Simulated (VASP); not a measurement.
# ZnS (P1) in VASP: single point with PBE

Aim: the single point of ZnS with PBE.

Everything below comes from runs of VASP 6.6.1. Logs are shortened: lines on timing, memory, paths and dates and some standing lists are left out, and cuts for length are marked.

**1. The cell of the first run**

The typed cell holds 8 atoms: a = 3.996 Å, b = 3.651 Å, c = 12.296 Å, α = 87.16°, β = 89.06°, γ = 123.40°.

**2. Single point, PBE (atoms moved at random and the cell strained at random)**

The input, INCAR:

```
SYSTEM = ZnS
PREC     = Accurate       ! precision mode
ENCUT    = 520            ! plane-wave cutoff, eV
EDIFF    = 1E-6           ! SCF threshold, eV
ISMEAR   = 0              ! smearing method
SIGMA    = 0.05           ! smearing width, eV
LREAL    = .FALSE.        ! projectors in reciprocal space
LASPH    = .TRUE.         ! aspherical terms in the spheres
NELM     = 100            ! most SCF steps
ALGO     = Normal         ! electronic algorithm
ISIF     = 2              ! what is computed and relaxed
LWAVE    = .FALSE.        ! write WAVECAR
LCHARG   = .TRUE.         ! write CHGCAR
GGA      = PE             ! functional
LELF     = .TRUE.         ! ELF
LVHAR    = .TRUE.       
NBANDS   = 46             ! bands
```

The input, KPOINTS:

```
regular mesh
0
G
  12 12 2
  0 0 0
```

The input, POSCAR:

```
ZnS
1.0
    3.9960000823     -0.0077769309      0.0319773703
   -2.0047350609      3.0498992490      0.0946003621
    0.1046610951      0.4179496954     12.2888690801
Zn S
4 4
Direct
    0.0180515999     -0.0106704358      0.0193017779
   -0.0450410846      0.0087927767      0.4863859471
    0.3554070847      0.6516884959      0.2524192895
    0.7217598642      0.3275391263      0.7468349147
    0.0111068157     -0.0075138598      0.1891184405
    0.0199782167     -0.0250617391      0.6847158007
    0.3321015957      0.7569853320      0.4323449549
    0.5866359077      0.2982403038      0.9388788747
```

Potentials or basis: VASP PAW PBE potentials, release 64 (Zn, S).

Launch:

```bash
cat potpaw_PBE.64/Zn/POTCAR potpaw_PBE.64/S/POTCAR > POTCAR
mpirun -np 1 vasp_std > vasp.out
```

OUTCAR:

```text
SYSTEM = ZnS
   PREC = Accurate
   ENCUT = 520
   EDIFF = 1E-6
   ISMEAR = 0
   LREAL = .FALSE.
   LASPH = .TRUE.
   NELM = 100
   ISIF = 2
   GGA = PE

 ion  position               nearest neighbor table
   1  0.018  0.989  0.019-   5 2.09   8 2.10   8 2.41   8 2.70
   2  0.955  0.009  0.486-   7 2.25   7 2.26   7 2.33   6 2.46
   3  0.355  0.652  0.252-   5 2.21   7 2.27   5 2.30   5 2.42
   4  0.722  0.328  0.747-   6 2.07   6 2.33   8 2.40   6 2.51
   5  0.011  0.992  0.189-   1 2.09   3 2.21   3 2.30   3 2.42
   6  0.020  0.975  0.685-   4 2.07   4 2.33   2 2.46   4 2.51
   7  0.332  0.757  0.432-   2 2.25   2 2.26   3 2.27   2 2.33
   8  0.587  0.298  0.939-   1 2.10   4 2.40   1 2.41   1 2.70

  LATTYP: Found a triclinic cell.
 ALAT       =     6.0960501938
 B/A-ratio  =     0.5967938976
 C/A-ratio  =     2.3164201408
 COS(alpha) =     0.0077093683
 COS(beta)  =     0.2786270566
 COS(gamma) =     0.8356880043

  Lattice vectors:

 A1 = (   0.0134700395,  -6.0920215671,  -0.2211780945)
 A2 = (  -1.9912650214,  -3.0421223181,  -0.1265777324)
 A3 = (   5.8960740481,  -3.4756258753, -12.3514920719)

Analysis of symmetry for initial positions (statically):
=====================================================================
 Subroutine PRICEL returns:
 Original cell was already a primitive cell.

 Routine SETGRP: Setting up the symmetry group for a
 triclinic supercell.

 Subroutine GETGRP returns: Found  1 space group operations
 (whereof  1 operations were pure point group operations)
 out of a pool of  2 trial point group operations.

The static configuration has the point symmetry C_1 .

Analysis of symmetry for dynamics (positions and initial velocities):
=====================================================================
 Subroutine PRICEL returns:
 Original cell was already a primitive cell.

 Routine SETGRP: Setting up the symmetry group for a
 triclinic supercell.

 Subroutine GETGRP returns: Found  1 space group operations
 (whereof  1 operations were pure point group operations)
 out of a pool of  2 trial point group operations.

The dynamic configuration has the point symmetry C_1 .

 Subroutine INISYM returns: Found  1 space group operations
 (whereof  1 operations are pure point group operations),
 and found     1 'primitive' translations

[... 109 lines left out ...]
   NSW    =      0    number of steps for IOM
   IBRION =     -1    ionic relax: 0-MD 1-quasi-New 2-CG
   NFREE  =      0    steps in history (QN), initial steepest desc. (CG)
   ISIF   =      2    stress and relaxation
   ISYM   =      2    0-nonsym 1-usesym 2-fastsym
   POTIM  = 0.5000    time-step for ionic-motion
   TEBEG  =    0.0;   TEEND  =   0.0 temperature during run
   PSTRESS=    0.0 pullay stress
   NELECT =      72.0000    total number of electrons
   NUPDOWN=      -1.0000    fix difference up-down
   EMIN   =  10.00;   EMAX   =-10.00  energy-range for DOS
   EFERMI =   0.00;   METHOD = LEGACY
   ISMEAR =     0;   SIGMA  =   0.05  broadening in eV -4-tet -1-fermi 0-gaus
   EFERMI_NEDOS =   21; number of points for ismear=-14 and -15
   IALGO  =     38    algorithm
   IMIX   =      4    mixing-type and parameters
     AMIX     =   0.40;   BMIX     =  1.00
     AMIX_MAG =   1.60;   BMIX_MAG =  1.00
  volume/ion in A,a.u.               =      18.67       126.01
  Fermi-wavevector in a.u.,A,eV,Ry     =   1.283568  2.425592 22.416240  1.647547
  Thomas-Fermi vector in A             =   2.415813
   LORBIT       =      0    0 simple, 1 ext, 2 COOP (PROOUT), +10 PAW based schemes
   GGA     = PE    functional components
   LHFCALC =     F    Hartree Fock is set to
   AEXX    =    0.0000 exact exchange contribution
   IVDW    =     0    specifies the selected vdW correction
   LEPSILON=     F    determine dielectric tensor
   LRPA    =     F    only Hartree local field effects (RPA)
 non-spin polarized calculation
 Gauss-broadening in eV      SIGMA  =   0.05
  energy-cutoff  :      520.00
  volume of cell :      149.38
 maximum number of plane-waves:      4052
 NGX is ok and might be reduce to    30
   NGX = 15   NGY = 13   NGZ = 45

 number of electron      72.0000020 magnetization

 Free energy of the ion-electron system (eV)
  ---------------------------------------------------
  ext. energy  EPLUGINS =         0.00000000
  ---------------------------------------------------
  free energy    TOTEN  =       -25.73462506 eV

  energy without entropy =      -25.73462506  energy(sigma->0) =      -25.73462506

 E-fermi :   3.5605     XC(G=0):  -9.9058

 val. band max:        3.3085158653   @ k =   0.0000   0.0000   0.0000
 cond. band min:       4.7639006292   @ k =   0.0000   0.0000   0.0000
 fundamental gap:      1.4553847639
 Fermi energy:         3.5605410880

 k-point     1 :       0.0000    0.0000    0.0000
  band No.  band energies     occupation
      1     -11.3831      2.00000
      2     -10.8248      2.00000
      3     -10.2025      2.00000
      4      -9.4368      2.00000
      5      -4.4870      2.00000
      6      -4.4424      2.00000
[... 1165 lines left out ...]
     45       9.6094      0.00000
     46       9.9731      0.00000

 [... further k-points ...]

------------------------ aborting loop because EDIFF is reached ----------------------------------------

  FORCE on cell =-STRESS in cart. coord.  units (eV):
  Direction    XX          YY          ZZ          XY          YZ          ZX
  --------------------------------------------------------------------------------------
  -------------------------------------------------------------------------------------
  Total        3.8324706     12.7165052      8.5749966      1.6035432     -2.7169662     -2.6450424
  in kB       41.1044833    136.3886211     91.9696054     17.1985183    -29.1403395    -28.3689330
  external PRESSURE =      89.8209033 kB  Pullay stress =       0.0000000 kB

 VOLUME and BASIS-vectors are now :
 -----------------------------------------------------------------------------
  energy-cutoff  :      520.00
  volume of cell :      149.38
      direct lattice vectors                 reciprocal lattice vectors
     3.996000082 -0.007776931  0.031977370     0.250633319  0.164984517 -0.007745773
    -2.004735061  3.049899249  0.094600362     0.000729232  0.328705967 -0.011185641
     0.104661095  0.417949695 12.288869080    -0.000657797 -0.002959709  0.081480716

 POSITION                                       TOTAL-FORCE (eV/Angst)
 -----------------------------------------------------------------------------------
     -1.90919      3.02528      0.33137        -1.904997     -1.098451     -2.288626
      3.84929      0.22268      6.00850         0.088025      0.412966      1.241597
      0.14016      2.09032      3.17496        -0.318570      0.685061     -0.092885
      2.30569      1.30549      9.23182        -0.331796     -2.371039      1.080241
     -1.92550      3.10594      2.41830         0.034450     -0.638331      1.932775
     -1.80300      3.25948      8.50725        -0.110971      2.492997     -1.302004
     -0.14523      2.48684      5.39526         0.224211     -0.472140     -0.044866
      1.84457      1.29744     11.58473         2.319649      0.988937     -0.526231
 -----------------------------------------------------------------------------------
    total drift:                               -0.000165     -0.000278      0.000394

  FREE ENERGIE OF THE ION-ELECTRON SYSTEM (eV)
  ---------------------------------------------------
  free  energy   TOTEN  =       -25.7346250626 eV

  energy  without entropy=      -25.7346250626  energy(sigma->0) =      -25.73462506
```

stdout:

```text
POSCAR found type information on POSCAR ZnS
 POSCAR found :  2 types and       8 ions
 scaLAPACK will be used
 LDA part: xc-table for (Slater+PW92), standard interpolation
 POSCAR, INCAR and KPOINTS ok, starting setup
 FFT: planning ... GRIDC
 FFT: planning ... GRID_SOFT
 FFT: planning ... GRID
 WAVECAR not read
 entering main loop
```

It took 24 min on 1 thread of Oxide Virtual Turin-like, shared host; peak memory 0.75 GiB.

What came out:

- Free energy: -25.7346 eV
- Pressure: 9.0 GPa
- Largest force: 3.174 eV/Å
- Band gap on the k mesh: 1.46 eV

Forces in eV/Å, atoms in the order of the input:
```
Zn  -1.905 -1.098 -2.289
Zn   0.088  0.413  1.242
Zn  -0.319  0.685 -0.093
Zn  -0.332 -2.371  1.080
S    0.034 -0.638  1.933
S   -0.111  2.493 -1.302
S    0.224 -0.472 -0.045
S    2.320  0.989 -0.526
```

Stress tensor (GPa, compression positive):
```
 4.11  1.72 -2.84
 1.72 13.64 -2.91
-2.84 -2.91  9.20
```

Levels at points of the mesh, in eV from the valence-band top:
| k point | band 34 | band 35 | band 36 | band 37 | band 38 | band 39 |
| --- | --- | --- | --- | --- | --- | --- |
| (0.00, 0.00, 0.00) | -0.70 | -0.58 | 0.00 | 1.46 | 1.99 | 2.90 |
| (0.50, 0.00, 0.00) | -1.87 | -1.61 | -0.81 | 2.54 | 2.71 | 3.46 |
| (0.00, 0.50, 0.00) | -2.28 | -1.95 | -1.28 | 1.56 | 2.20 | 2.28 |
| (0.50, 0.50, 0.00) | -1.75 | -1.54 | -0.88 | 2.55 | 2.73 | 3.43 |
| (0.00, 0.00, 0.50) | -0.80 | -0.61 | -0.01 | 1.86 | 2.22 | 2.67 |
| (0.50, 0.00, 0.50) | -1.99 | -1.72 | -0.83 | 2.89 | 3.13 | 3.42 |
| (0.00, 0.50, 0.50) | -2.30 | -2.16 | -1.36 | 1.62 | 2.37 | 2.56 |
| (0.50, 0.50, 0.50) | -1.78 | -1.57 | -0.92 | 2.68 | 3.04 | 3.58 |

Caveat: the cell differs from its parent crystal (atoms moved at random and the cell strained at random); the cell stands under pressure; forces of over 1 eV/Å act on the atoms, so gaps and moduli don't describe the material at rest. A k mesh can miss the band edges.
